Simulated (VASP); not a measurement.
# Si16Ge (a cell with a defect) in VASP: single point with PBE

Aim: the single point of Si16Ge (a cell with a defect) with PBE.

Program: VASP 6.6.1. These are calculated values, not measurements. Logs are shortened: lines on timing, memory, paths and dates and some standing lists are left out, and cuts for length are marked.

**1. The cell of the first run**

The cell holds a defect, 17 atoms: a = 7.679 Å, b = 7.679 Å, c = 7.679 Å, α = 60.00°, β = 60.00°, γ = 60.00°.

**2. Single point, PBE**

The input, INCAR:

```
SYSTEM = Si16Ge
ALGO     = Normal         ! electronic algorithm
EDIFF    = 1E-6           ! SCF threshold, eV
ENCUT    = 520            ! plane-wave cutoff, eV
GGA      = PE             ! functional
ISIF     = 2              ! what is computed and relaxed
ISMEAR   = -1             ! smearing method
LASPH    = .True.         ! aspherical terms in the spheres
LCHARG   = .False.        ! write CHGCAR
LREAL    = Auto         
LWAVE    = .False.        ! write WAVECAR
NBANDS   = 53             ! bands
NELM     = 80             ! most SCF steps
PREC     = Accurate       ! precision mode
SIGMA    = 0.05           ! smearing width, eV
```

The input, KPOINTS:

```
k-points
0
Gamma
  2 2 2
  0 0 0
```

The input, POSCAR:

```
Si16Ge
1.0
    0.0000000000      5.4300000000      5.4300000000
    5.4300000000      0.0000000000      5.4300000000
    5.4300000000      5.4300000000      0.0000000000
Si Ge
16 1
Direct
    0.0763291092     -0.0253687910     -0.0256146435
    0.1374766169      0.1281899365      0.1277584701
   -0.0133905906      0.0162088365      0.4983787831
    0.1374869765      0.1281146530      0.6062494497
   -0.0133478505      0.4987894762      0.0157453920
    0.1374921444      0.6065471744      0.1277474039
   -0.0133788955      0.4987723853      0.4983717436
    0.0595990159      0.6469363406      0.6465048020
    0.5101550197      0.0140922451      0.0126528173
    0.6967822265      0.1012898716      0.1005716537
    0.5101938962      0.0136571076      0.4623770077
    0.6146752194      0.1565173593      0.6135895634
    0.5101727101      0.4630496418      0.0126114008
    0.6147626180      0.6146455201      0.1558462398
    0.4373271171      0.5211521188      0.5203219796
    0.6146838179      0.6151394439      0.6136121661
    0.5430553487      0.8190646804      0.8187952709
```

Potentials or basis: VASP PAW PBE potentials, release 64 (Si, Ge_d).

On the command line:

```bash
$ cat potpaw_PBE.64/Si/POTCAR potpaw_PBE.64/Ge_d/POTCAR > POTCAR
$ mpirun -np 1 vasp_std > vasp.out
```

OUTCAR:

```text
SYSTEM = Si16Ge
   EDIFF = 1E-6
   ENCUT = 520
   GGA = PE
   ISIF = 2
   ISMEAR = -1
   LASPH = .True.
   LREAL = Auto
   NELM = 80
   PREC = Accurate

 ion  position               nearest neighbor table
   1  0.076  0.975  0.974-   2 2.34   6 2.34   4 2.34  10 2.38  17 2.93
   2  0.137  0.128  0.128-   5 2.33   3 2.33   9 2.34   1 2.34
   3  0.987  0.016  0.498-   2 2.33   4 2.33  12 2.33   8 2.34
   4  0.137  0.128  0.606-   3 2.33   7 2.33  11 2.34   1 2.34
   5  0.987  0.499  0.016-   2 2.33   6 2.33  14 2.33   8 2.34
   6  0.137  0.607  0.128-   5 2.33   7 2.33  13 2.34   1 2.34
   7  0.987  0.499  0.498-   6 2.33   4 2.33  16 2.33   8 2.34
   8  0.060  0.647  0.647-   5 2.34   3 2.34   7 2.34  15 2.37
   9  0.510  0.014  0.013-  10 2.31   2 2.34  17 2.45  12 2.51  14 2.51
  10  0.697  0.101  0.101-   9 2.31  13 2.31  11 2.31   1 2.38
  11  0.510  0.014  0.462-  10 2.31   4 2.34  17 2.45  16 2.51  12 2.51
  12  0.615  0.157  0.614-  15 2.32   3 2.33  17 2.44  11 2.51   9 2.51
  13  0.510  0.463  0.013-  10 2.31   6 2.34  17 2.45  16 2.51  14 2.51
  14  0.615  0.615  0.156-  15 2.32   5 2.33  17 2.44  13 2.51   9 2.51
  15  0.437  0.521  0.520-  14 2.32  12 2.32  16 2.32   8 2.37
  16  0.615  0.615  0.614-  15 2.32   7 2.33  17 2.44  11 2.51  13 2.51
  17  0.543  0.819  0.819-  14 2.44  12 2.44  16 2.44   9 2.45  13 2.45  11 2.45   1 2.93

  LATTYP: Found a face centered cubic cell.
 ALAT       =    10.8600000000

  Lattice vectors:

 A1 = (   0.0000000000,   5.4300000000,   5.4300000000)
 A2 = (   5.4300000000,   0.0000000000,   5.4300000000)
 A3 = (   5.4300000000,   5.4300000000,   0.0000000000)

Analysis of symmetry for initial positions (statically):
=====================================================================
 Subroutine PRICEL returns:
 Original cell was already a primitive cell.

 Routine SETGRP: Setting up the symmetry group for a
 face centered cubic supercell.

 Subroutine GETGRP returns: Found  1 space group operations
 (whereof  1 operations were pure point group operations)
 out of a pool of 48 trial point group operations.

The static configuration has the point symmetry C_1 .

Analysis of symmetry for dynamics (positions and initial velocities):
=====================================================================
 Subroutine PRICEL returns:
 Original cell was already a primitive cell.

 Routine SETGRP: Setting up the symmetry group for a
 face centered cubic supercell.

 Subroutine GETGRP returns: Found  1 space group operations
 (whereof  1 operations were pure point group operations)
 out of a pool of 48 trial point group operations.

[... 114 lines left out ...]
   LREAL  =      T    real-space projection
   EDIFFG = 0.1E-04   stopping-criterion for IOM
   NSW    =      0    number of steps for IOM
[... 5 lines left out ...]
   TEBEG  =    0.0;   TEEND  =   0.0 temperature during run
   PSTRESS=    0.0 pullay stress
   NELECT =      78.0000    total number of electrons
   NUPDOWN=      -1.0000    fix difference up-down
   EMIN   =  10.00;   EMAX   =-10.00  energy-range for DOS
   EFERMI =   0.00;   METHOD = LEGACY
   ISMEAR =    -1;   SIGMA  =   0.05  broadening in eV -4-tet -1-fermi 0-gaus
   EFERMI_NEDOS =   21; number of points for ismear=-14 and -15
   IALGO  =     38    algorithm
   IMIX   =      4    mixing-type and parameters
     AMIX     =   0.40;   BMIX     =  1.00
     AMIX_MAG =   1.60;   BMIX_MAG =  1.00
  volume/ion in A,a.u.               =      18.84       127.11
  Fermi-wavevector in a.u.,A,eV,Ry     =   1.022421  1.932096 14.222785  1.045345
  Thomas-Fermi vector in A             =   2.156100
   LORBIT       =      0    0 simple, 1 ext, 2 COOP (PROOUT), +10 PAW based schemes
   GGA     = PE    functional components
   LHFCALC =     F    Hartree Fock is set to
   AEXX    =    0.0000 exact exchange contribution
   IVDW    =     0    specifies the selected vdW correction
   LEPSILON=     F    determine dielectric tensor
   LRPA    =     F    only Hartree local field effects (RPA)
 non-spin polarized calculation
  energy-cutoff  :      520.00
  volume of cell :      320.21
 maximum number of plane-waves:      8646
 NGX is ok and might be reduce to    60
   NGX = 29   NGY = 29   NGZ = 29

 number of electron      78.0000002 magnetization

 Free energy of the ion-electron system (eV)
  ---------------------------------------------------
  ext. energy  EPLUGINS =         0.00000000
  ---------------------------------------------------
  free energy    TOTEN  =       -86.37001924 eV

  energy without entropy =      -86.33449833  energy(sigma->0) =      -86.35225878

 E-fermi :   6.6674     XC(G=0):  -9.7739

 val. band max:        6.5759974541   @ k =   0.5000   0.0000   0.5000
 cond. band min:       6.7168465302   @ k =   0.0000   0.0000   0.0000
 fundamental gap:      0.1408490762
 Fermi energy:         6.6674154830

 k-point     1 :       0.0000    0.0000    0.0000
  band No.  band energies     occupation
      1     -17.9723      2.00000
      2     -17.9722      2.00000
      3     -17.8528      2.00000
      4     -17.8528      2.00000
      5     -17.8496      2.00000
      6      -6.3497      2.00000
[... 421 lines left out ...]
     50      10.3783      0.00000
     51      10.4299      0.00000
 [bands above 51 left out]

------------------------ aborting loop because EDIFF is reached ----------------------------------------

  FORCE on cell =-STRESS in cart. coord.  units (eV):
  Direction    XX          YY          ZZ          XY          YZ          ZX
  --------------------------------------------------------------------------------------
  -------------------------------------------------------------------------------------
  Total       10.9504118     10.9499975     10.9517652      1.5186471     -1.5183771      1.5180668
  in kB       54.7912930     54.7892202     54.7980649      7.5986768     -7.5973259      7.5957730
  external PRESSURE =      54.7928594 kB  Pullay stress =       0.0000000 kB

 VOLUME and BASIS-vectors are now :
 -----------------------------------------------------------------------------
  energy-cutoff  :      520.00
  volume of cell :      320.21
      direct lattice vectors                 reciprocal lattice vectors
     0.000000000  5.430000000  5.430000000    -0.092081031  0.092081031  0.092081031
     5.430000000  0.000000000  5.430000000     0.092081031 -0.092081031  0.092081031
     5.430000000  5.430000000  0.000000000     0.092081031  0.092081031 -0.092081031

 POSITION                                       TOTAL-FORCE (eV/Angst)
 -----------------------------------------------------------------------------------
     10.58316      5.70538      5.70671        -0.007936      0.000177      0.007353
      1.38980      1.44023      1.44257         0.009455      0.001101      0.001877
      2.79421      8.06349      5.44530         0.004533     -0.004868     -0.006017
      3.98760      4.03849      1.44222         0.001149     -0.012264     -0.000992
      2.79392      5.44302      8.06595         0.006488     -0.007234     -0.006479
      3.98722      1.44025      4.04013        -0.001934      0.000906     -0.009979
[... 9 lines left out ...]
      6.67212      6.66965      6.67794         0.002522      0.014357     -0.000017
      8.89358      7.39485      7.39631        -0.002631      0.001476      0.002626
 -----------------------------------------------------------------------------------
    total drift:                                0.007438     -0.003413     -0.006765

  FREE ENERGIE OF THE ION-ELECTRON SYSTEM (eV)
  ---------------------------------------------------
  free  energy   TOTEN  =       -86.3700192425 eV

  energy  without entropy=      -86.3344983268  energy(sigma->0) =      -86.35225878
```

OSZICAR:

```text
N       E                     dE             d eps       ncg     rms          rms(c)
DAV:   1     0.401343316995E+03    0.40134E+03   -0.29679E+04  1039   0.159E+03
DAV:   2    -0.209381881595E+02   -0.42228E+03   -0.39268E+03   920   0.383E+02
DAV:   3    -0.842940422617E+02   -0.63356E+02   -0.60516E+02  1050   0.105E+02
DAV:   4    -0.877607125485E+02   -0.34667E+01   -0.34341E+01  1064   0.282E+01
DAV:   5    -0.878681571836E+02   -0.10744E+00   -0.10722E+00  1088   0.489E+00    0.142E+01
DAV:   6    -0.868066078854E+02    0.10615E+01   -0.69805E-01  1024   0.259E+00    0.856E+00
DAV:   7    -0.863626271156E+02    0.44398E+00   -0.11627E+00   984   0.339E+00    0.655E-01
DAV:   8    -0.863677152332E+02   -0.50881E-02   -0.79033E-02  1024   0.121E+00    0.405E-01
DAV:   9    -0.863691332295E+02   -0.14180E-02   -0.64384E-03  1072   0.373E-01    0.198E-01
DAV:  10    -0.863698049655E+02   -0.67174E-03   -0.84919E-04  1000   0.115E-01    0.865E-02
DAV:  11    -0.863700090282E+02   -0.20406E-03   -0.28168E-04   968   0.717E-02    0.218E-02
DAV:  12    -0.863700163321E+02   -0.73039E-05   -0.17877E-05  1104   0.252E-02    0.832E-03
DAV:  13    -0.863700190333E+02   -0.27012E-05   -0.52530E-06  1000   0.827E-03    0.280E-03
DAV:  14    -0.863700192425E+02   -0.20922E-06   -0.46416E-07   568   0.285E-03
   1 F= -.86370019E+02 E0= -.86352259E+02  d E =-.355209E-01
```

stdout:

```text
POSCAR found type information on POSCAR SiGe
 POSCAR found :  2 types and      17 ions
 scaLAPACK will be used
 LDA part: xc-table for (Slater+PW92), standard interpolation
 POSCAR, INCAR and KPOINTS ok, starting setup
 FFT: planning ... GRIDC
 FFT: planning ... GRID_SOFT
 FFT: planning ... GRID
 WAVECAR not read
 entering main loop
```

It took 2 min on 1 thread of Intel Xeon 6975P-C (Granite Rapids), shared host; peak memory 0.5 GiB.

Results:

```yaml
Free_energy: -86.3700 eV
Pressure: 5.5 GPa
Largest_force: 0.032 eV/Å
Band_gap_on_the_k_mesh: 0.14 eV
```

Forces in eV/Å, atoms in the order of the input:
```
Si  -0.008  0.000  0.007
Si   0.009  0.001  0.002
Si   0.005 -0.005 -0.006
Si   0.001 -0.012 -0.001
Si   0.006 -0.007 -0.006
Si  -0.002  0.001 -0.010
Si   0.006 -0.005 -0.005
Si  -0.021  0.013  0.020
Si   0.016  0.017  0.007
Si   0.011 -0.012 -0.010
Si  -0.011 -0.025  0.011
Si   0.001  0.015 -0.003
Si  -0.007  0.018 -0.017
Si  -0.008 -0.014  0.009
Si   0.002  0.000 -0.002
Si   0.003  0.014  0.000
Ge  -0.003  0.001  0.003
```

Levels at points of the mesh, in eV from the valence-band top:
```tsv
k point	band 35	band 36	band 37	band 38	band 39	band 40	band 41	band 42	band 43	band 44
(0.00, 0.00, 0.00)	-1.20	-0.96	-0.37	-0.35	-0.35	0.14	0.14	0.48	0.48	0.98
(0.50, 0.00, 0.00)	-1.09	-1.09	-1.01	-1.01	-0.01	0.64	0.64	1.37	1.46	1.46
(0.00, 0.50, 0.00)	-1.24	-1.24	-1.15	-0.60	-0.19	0.45	0.94	1.09	1.29	1.51
(0.00, 0.00, 0.50)	-1.24	-1.23	-1.15	-0.60	-0.19	0.45	0.94	1.09	1.29	1.51
(0.50, 0.50, 0.50)	-1.24	-1.24	-1.15	-0.60	-0.19	0.45	0.94	1.09	1.29	1.51
(0.50, 0.50, 0.00)	-1.72	-1.61	-1.50	-0.43	0.00	0.64	1.59	1.65	1.97	2.10
(0.00, 0.50, 0.50)	-1.72	-1.61	-1.50	-0.43	0.00	0.64	1.59	1.65	1.97	2.10
(0.50, 0.00, 0.50)	-1.72	-1.61	-1.50	-0.43	0.00	0.64	1.59	1.65	1.97	2.10
```

Caveat: the k points lie up to 0.50 Å⁻¹ apart.
